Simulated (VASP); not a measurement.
# NaB (Fm-3m) in VASP: a series of runs

NaB is run at these levels: LDA; tasks: single point.

All numbers are computed with VASP 6.6.1; they aren't measurements. Logs are shortened: lines on timing, memory, paths and dates and some standing lists are left out, and cuts for length are marked.

## 1. The cell of the first run

Symmetry: Fm-3m, No. 225, cubic system. Conventional cell: a = 5.368 Å, b = 5.368 Å, c = 5.368 Å, α = 90.00°, β = 90.00°, γ = 90.00°. Within 3.5 Å of Na (site symmetry m-3m) lie 6 B at 2.68 Å. B (site symmetry m-3m) has 6 Na at 2.68 Å within 3.5 Å.

## 2. Single point, LDA

INCAR

```
SYSTEM = NaB
PREC     = Accurate       ! precision mode
ENCUT    = 520            ! plane-wave cutoff, eV
EDIFF    = 1E-7           ! SCF threshold, eV
ISMEAR   = 0              ! smearing method
SIGMA    = 0.15           ! smearing width, eV
LREAL    = .False.        ! projectors in reciprocal space
LASPH    = .True.         ! aspherical terms in the spheres
NELM     = 100            ! most SCF steps
ALGO     = Normal         ! electronic algorithm
ISIF     = 2              ! what is computed and relaxed
LWAVE    = .False.        ! write WAVECAR
LCHARG   = .False.        ! write CHGCAR
NBANDS   = 12             ! bands
```

KPOINTS

```
regular mesh
0
Gamma
  16 16 16
  0 0 0
```

POSCAR

```
NaB
1.0
    0.0000000000      2.6838690000      2.6838690000
    2.6838690000      0.0000000000      2.6838690000
    2.6838690000      2.6838690000      0.0000000000
Na B
1 1
Direct
    0.0000000000      0.0000000000      0.0000000000
    0.5000000000      0.5000000000      0.5000000000
```

Potentials or basis: VASP PAW LDA potentials, release 64 (Na_pv, B).

On the command line:

```bash
> cat potpaw_LDA.64/Na_pv/POTCAR potpaw_LDA.64/B/POTCAR > POTCAR
> mpirun -np 1 vasp_std > vasp.out
```

OUTCAR:

```text
SYSTEM = NaB
   PREC = Accurate
   ENCUT = 520
   EDIFF = 1E-7
   ISMEAR = 0
   LREAL = .False.
   LASPH = .True.
   NELM = 100
   ISIF = 2

 ion  position               nearest neighbor table
   1  0.000  0.000  0.000-
   2  0.500  0.500  0.500-

  LATTYP: Found a face centered cubic cell.
 ALAT       =     5.3677380000

  Lattice vectors:

 A1 = (   0.0000000000,   2.6838690000,   2.6838690000)
 A2 = (   2.6838690000,   0.0000000000,   2.6838690000)
 A3 = (   2.6838690000,   2.6838690000,   0.0000000000)

Analysis of symmetry for initial positions (statically):
=====================================================================
 Subroutine PRICEL returns:
 Original cell was already a primitive cell.

 Routine SETGRP: Setting up the symmetry group for a
 face centered cubic supercell.

 Subroutine GETGRP returns: Found 48 space group operations
 (whereof 48 operations were pure point group operations)
 out of a pool of 48 trial point group operations.

The static configuration has the point symmetry O_h .

Analysis of symmetry for dynamics (positions and initial velocities):
=====================================================================
 Subroutine PRICEL returns:
 Original cell was already a primitive cell.

 Routine SETGRP: Setting up the symmetry group for a
 face centered cubic supercell.

 Subroutine GETGRP returns: Found 48 space group operations
 (whereof 48 operations were pure point group operations)
 out of a pool of 48 trial point group operations.

The dynamic configuration has the point symmetry O_h .

 Subroutine INISYM returns: Found 48 space group operations
 (whereof 48 operations are pure point group operations),
 and found     1 'primitive' translations

----------------------------------------------------------------------------------------

                                     Primitive cell

  volume of cell :      38.6646

  direct lattice vectors                    reciprocal lattice vectors
     0.000000000  2.683869000  2.683869000    -0.186298214  0.186298214  0.186298214
     2.683869000  0.000000000  2.683869000     0.186298214 -0.186298214  0.186298214
     2.683869000  2.683869000  0.000000000     0.186298214  0.186298214 -0.186298214

  length of vectors
     3.795563939  3.795563939  3.795563939     0.322677971  0.322677971  0.322677971

  position of ions in fractional coordinates (direct lattice)
     0.000000000  0.000000000  0.000000000
     0.500000000  0.500000000  0.500000000

  ion indices of the primitive-cell ions
   primitive index   ion index
                 1           1
                 2           2

----------------------------------------------------------------------------------------

[... 85 lines left out ...]
   EFERMI_NEDOS =   21; number of points for ismear=-14 and -15
   IALGO  =     38    algorithm
   IMIX   =      4    mixing-type and parameters
     AMIX     =   0.40;   BMIX     =  1.00
     AMIX_MAG =   1.60;   BMIX_MAG =  1.00
  volume/ion in A,a.u.               =      19.33       130.46
  Fermi-wavevector in a.u.,A,eV,Ry     =   1.043046  1.971071 14.802394  1.087945
  Thomas-Fermi vector in A             =   2.177738
   LORBIT       =      0    0 simple, 1 ext, 2 COOP (PROOUT), +10 PAW based schemes
   GGA     = CA    functional components
   LHFCALC =     F    Hartree Fock is set to
   AEXX    =    0.0000 exact exchange contribution
   IVDW    =     0    specifies the selected vdW correction
   LEPSILON=     F    determine dielectric tensor
   LRPA    =     F    only Hartree local field effects (RPA)
 non-spin polarized calculation
 Gauss-broadening in eV      SIGMA  =   0.15
  energy-cutoff  :      520.00
  volume of cell :       38.66
 maximum number of plane-waves:      1056
   NGX = 15   NGY = 15   NGZ = 15

 number of electron      10.0000000 magnetization

 number of electron       9.9999993 magnetization

 Free energy of the ion-electron system (eV)
  ---------------------------------------------------
  ext. energy  EPLUGINS =         0.00000000
  ---------------------------------------------------
  free energy    TOTEN  =        -4.98901385 eV

  energy without entropy =       -4.97612043  energy(sigma->0) =       -4.98256714

 E-fermi :   0.6079     XC(G=0):  -8.6228

 val. band max:        0.6013563673   @ k =   0.3125   0.1250   0.0000
 cond. band min:       0.6281874740   @ k =   0.3750   0.2500   0.1250
 fundamental gap:      0.0268311067
 Fermi energy:         0.6078968456

 k-point     1 :       0.0000    0.0000    0.0000
  band No.  band energies     occupation
      1     -22.4361      2.00000
      2     -22.4361      2.00000
      3     -22.4361      2.00000
      4      -6.4697      2.00000
      5       2.9765      0.00000
      6       2.9765      0.00000
      7       2.9765      0.00000
      8       8.0354      0.00000
      9      10.7602      0.00000
     10      10.7602      0.00000
     11      10.7602      0.00000
     12      13.1074      0.00000
[... 331 lines left out ...]
 k-point    24 :      -0.0625    0.0625    0.0000
  band No.  band energies     occupation
      1     -22.4400      2.00000
      2     -22.4372      2.00000
      3     -22.4362      2.00000
      4      -6.3423      2.00000
      5       2.5546      0.00000
      6       2.8260      0.00000
      7       2.9389      0.00000
      8       8.3086      0.00000
      9      10.0579      0.00000
     10      10.9219      0.00000
     11      11.0373      0.00000
     12      13.5298      0.00000

 [... further k-points ...]

------------------------ aborting loop because EDIFF is reached ----------------------------------------

  FORCE on cell =-STRESS in cart. coord.  units (eV):
  Direction    XX          YY          ZZ          XY          YZ          ZX
  --------------------------------------------------------------------------------------
  -------------------------------------------------------------------------------------
  Total       -0.5967653     -0.5967653     -0.5967653      0.0000000     -0.0000000      0.0000000
  in kB      -24.7286395    -24.7286395    -24.7286395      0.0000000     -0.0000000      0.0000000
  external PRESSURE =     -24.7286395 kB  Pullay stress =       0.0000000 kB

 VOLUME and BASIS-vectors are now :
 -----------------------------------------------------------------------------
  energy-cutoff  :      520.00
  volume of cell :       38.66
      direct lattice vectors                 reciprocal lattice vectors
     0.000000000  2.683869000  2.683869000    -0.186298214  0.186298214  0.186298214
     2.683869000  0.000000000  2.683869000     0.186298214 -0.186298214  0.186298214
     2.683869000  2.683869000  0.000000000     0.186298214  0.186298214 -0.186298214

 POSITION                                       TOTAL-FORCE (eV/Angst)
 -----------------------------------------------------------------------------------
      0.00000      0.00000      0.00000         0.000000     -0.000000     -0.000000
      2.68387      2.68387      2.68387        -0.000000      0.000000      0.000000
 -----------------------------------------------------------------------------------
    total drift:                               -0.000000      0.000000      0.000000

  FREE ENERGIE OF THE ION-ELECTRON SYSTEM (eV)
  ---------------------------------------------------
  free  energy   TOTEN  =        -4.9890138531 eV

  energy  without entropy=       -4.9761204293  energy(sigma->0) =       -4.98256714
```

stdout:

```text
POSCAR found type information on POSCAR NaB
 POSCAR found :  2 types and       2 ions
 scaLAPACK will be used
 LDA part: xc-table for (Slater(with rela. corr.)+CA(PZ))
 , standard interpolation
 POSCAR, INCAR and KPOINTS ok, starting setup
 FFT: planning ... GRIDC
 FFT: planning ... GRID_SOFT
 FFT: planning ... GRID
 WAVECAR not read
 entering main loop
```

Run time: 82 s. Hardware: 1 thread of Intel Xeon 8259CL, shared host; peak memory 0.18 GiB.

Results:

| Property | Result |
| --- | --- |
| Free energy | -4.9890 eV |
| Pressure | -2.5 GPa |
| Band gap on the k mesh | zero (bands 5 and 6 overlap by 3.06 eV) |

Levels at points of the mesh, in eV from the Fermi level:
| k point | band 3 | band 4 | band 5 | band 6 | band 7 | band 8 |
| --- | --- | --- | --- | --- | --- | --- |
| (0.00, 0.00, 0.00) | -23.04 | -7.08 | 2.37 | 2.37 | 2.37 | 7.43 |
| (0.50, 0.00, 0.00) | -23.05 | -5.12 | -1.97 | 1.76 | 1.76 | 7.03 |
| (0.50, 0.50, 0.00) | -23.06 | -4.61 | -1.45 | 0.97 | 0.97 | 6.01 |

## 3. Single point, LDA

INCAR

```
PREC = Accurate
ENCUT = 520
EDIFF = 1E-6
ISMEAR = 0
SIGMA = 0.15
LREAL = F
LASPH = T
NELM = 80
ALGO = Normal
ISIF = 2
LWAVE = F
LCHARG = F
NBANDS = 12
```

KPOINTS

```
regular mesh
0
Gamma
  18 18 18
```

POSCAR is that of step 2.

Potentials or basis: VASP PAW LDA potentials, release 64 (Na_pv, B).

On the command line:

```bash
> cat potpaw_LDA.64/Na_pv/POTCAR potpaw_LDA.64/B/POTCAR > POTCAR
> mpirun -np 1 vasp_std > vasp.out
```

OUTCAR:

```text
PREC = Accurate
   ENCUT = 520
   EDIFF = 1E-6
   ISMEAR = 0
   LREAL = F
   LASPH = T
   NELM = 80
   ISIF = 2

 ion  position               nearest neighbor table
   1  0.000  0.000  0.000-
   2  0.500  0.500  0.500-

  LATTYP: Found a face centered cubic cell.
 ALAT       =     5.3677380000

  Lattice vectors:

 A1 = (   0.0000000000,   2.6838690000,   2.6838690000)
[... 543 lines left out ...]
     11      11.3224      0.00000
     12      13.0505      0.00000

 [... further k-points ...]

------------------------ aborting loop because EDIFF is reached ----------------------------------------

  FORCE on cell =-STRESS in cart. coord.  units (eV):
  Direction    XX          YY          ZZ          XY          YZ          ZX
  --------------------------------------------------------------------------------------
  -------------------------------------------------------------------------------------
  Total       -0.5979071     -0.5979071     -0.5979071      0.0000000      0.0000000     -0.0000000
  in kB      -24.7759537    -24.7759537    -24.7759537      0.0000000      0.0000000     -0.0000000
  external PRESSURE =     -24.7759537 kB  Pullay stress =       0.0000000 kB

 VOLUME and BASIS-vectors are now :
 -----------------------------------------------------------------------------
  energy-cutoff  :      520.00
  volume of cell :       38.66
      direct lattice vectors                 reciprocal lattice vectors
     0.000000000  2.683869000  2.683869000    -0.186298214  0.186298214  0.186298214
     2.683869000  0.000000000  2.683869000     0.186298214 -0.186298214  0.186298214
     2.683869000  2.683869000  0.000000000     0.186298214  0.186298214 -0.186298214

 POSITION                                       TOTAL-FORCE (eV/Angst)
 -----------------------------------------------------------------------------------
      0.00000      0.00000      0.00000         0.000000      0.000000      0.000000
      2.68387      2.68387      2.68387        -0.000000      0.000000     -0.000000
 -----------------------------------------------------------------------------------
    total drift:                               -0.000000      0.000000      0.000000

  FREE ENERGIE OF THE ION-ELECTRON SYSTEM (eV)
  ---------------------------------------------------
  free  energy   TOTEN  =        -4.9895295403 eV

  energy  without entropy=       -4.9776743977  energy(sigma->0) =       -4.98360197
```

OSZICAR:

```text
N       E                     dE             d eps       ncg     rms          rms(c)
DAV:   1     0.457986023856E+02    0.45799E+02   -0.52543E+03  4696   0.800E+02
DAV:   2    -0.309425263592E+01   -0.48893E+02   -0.47670E+02  5008   0.202E+02
DAV:   3    -0.498984558012E+01   -0.18956E+01   -0.18767E+01  5856   0.384E+01
DAV:   4    -0.500893696044E+01   -0.19091E-01   -0.19078E-01  5052   0.390E+00
DAV:   5    -0.500913797313E+01   -0.20101E-03   -0.20101E-03  5724   0.417E-01    0.498E-01
DAV:   6    -0.499479800332E+01    0.14340E-01   -0.74814E-03  5780   0.876E-01    0.286E-01
DAV:   7    -0.498982292503E+01    0.49751E-02   -0.70737E-03  6452   0.685E-01    0.101E-01
DAV:   8    -0.498953700297E+01    0.28592E-03   -0.47716E-04  4884   0.261E-01    0.135E-02
DAV:   9    -0.498952963332E+01    0.73697E-05   -0.27067E-05  5748   0.795E-02    0.404E-03
DAV:  10    -0.498952954033E+01    0.92994E-07   -0.83413E-07  3364   0.101E-02
   1 F= -.49895295E+01 E0= -.49836020E+01  d E =-.118551E-01
```

Wall time 1.7 min (1 thread of Intel Xeon 8259CL, shared host); peak memory 0.2 GiB.

What came out:

* Free energy: -4.9895 eV
* Pressure: -2.5 GPa
* Band gap on the k mesh: zero (bands 5 and 6 overlap by 3.00 eV)

Levels at points of the mesh, in eV from the Fermi level:
| k point | band 1 | band 2 | band 3 | band 4 | band 5 | band 6 | band 7 | band 8 | band 9 | band 10 |
| --- | --- | --- | --- | --- | --- | --- | --- | --- | --- | --- |
| (0.00, 0.00, 0.00) | -23.04 | -23.04 | -23.04 | -7.07 | 2.37 | 2.37 | 2.37 | 7.43 | 10.16 | 10.16 |
| (0.50, 0.00, 0.00) | -23.08 | -23.04 | -23.04 | -5.11 | -1.96 | 1.76 | 1.76 | 7.03 | 10.21 | 10.21 |
| (0.50, 0.50, 0.00) | -23.08 | -23.05 | -23.05 | -4.61 | -1.44 | 0.98 | 0.98 | 6.02 | 6.69 | 11.39 |
